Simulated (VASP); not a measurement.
**SnO2: single point with revPBE+D4**

SnO2:

```
CELL_PARAMETERS angstrom
-3.22926 3.37905 3.37905
3.22926 -3.37905 3.37905
3.22926 3.37905 -3.37905
ATOMIC_POSITIONS crystal
Sn 0.50000 0.00000 0.00000
Sn 0.50000 0.50000 0.50000
Sn 0.99999 0.74999 0.25000
Sn 0.00001 0.25001 0.75000
O 0.80591 0.80592 0.50000
O 0.80591 0.30591 0.00000
O 0.30593 0.25002 0.05591
O 0.69410 0.25002 0.44409
O 0.30590 0.74998 0.55591
O 0.19409 0.69409 0.00000
O 0.69407 0.74998 0.94409
O 0.19409 0.19408 0.50000
```

```
Program                : VASP 6.6.1
Task                   : single point
Functional             : revPBE
Dispersion             : D4
Potentials or basis    : VASP PAW PBE potentials, release 64 (Sn_d, O)
Cutoff                 : 520 eV
k mesh                 : 6 × 6 × 6
Occupations            : fermi-dirac, width 0.05 eV
Spin                   : no spin polarisation
Dipole correction      : no
Further INCAR settings : ALGO = Normal; EDIFF = 1e-06; NBANDS = 64
```

The pressure is 0.6 GPa. The largest force is 0.015 eV/Å. The band gap on the k mesh is 0.95 eV and the dispersion energy per atom is -0.486 eV.

Forces on the atoms (eV/Å):
```
Sn   0.000  0.000  0.000
Sn   0.000  0.000  0.000
Sn   0.000  0.000  0.001
Sn   0.000  0.000 -0.001
O    0.001  0.000 -0.015
O   -0.001  0.000 -0.015
O    0.000 -0.015  0.000
O    0.000  0.015  0.000
O    0.000 -0.015  0.000
O    0.001  0.000  0.015
O    0.000  0.015  0.000
O   -0.001  0.000  0.015
```

Stress tensor (GPa, compression positive):
```
0.80 0.00 0.00
0.00 0.52 0.00
0.00 0.00 0.52
```

Levels at points of the mesh, in eV from the valence-band top:
```tsv
k point	band 50	band 51	band 52	band 53	band 54	band 55
(0.00, 0.00, 0.00)	-0.75	-0.75	0.00	0.95	4.60	4.60
(0.50, 0.00, 0.00)	-0.71	-0.60	-0.60	4.17	4.17	6.16
(0.00, 0.50, 0.00)	-0.82	-0.49	-0.49	4.28	4.28	5.91
(0.50, 0.50, 0.00)	-0.82	-0.49	-0.49	4.28	4.28	5.91
(0.50, 0.50, 0.50)	-1.21	-0.86	-0.86	4.57	4.57	5.89
```

Wall time 11 min on 1 thread of Intel Xeon 8259CL (shared host), peak memory 0.51 GiB.

Caveat: the PAW data sets were made with another functional, which shifts forces and pressure a little; spin-orbit coupling is left out, which moves the levels of the heavy elements.
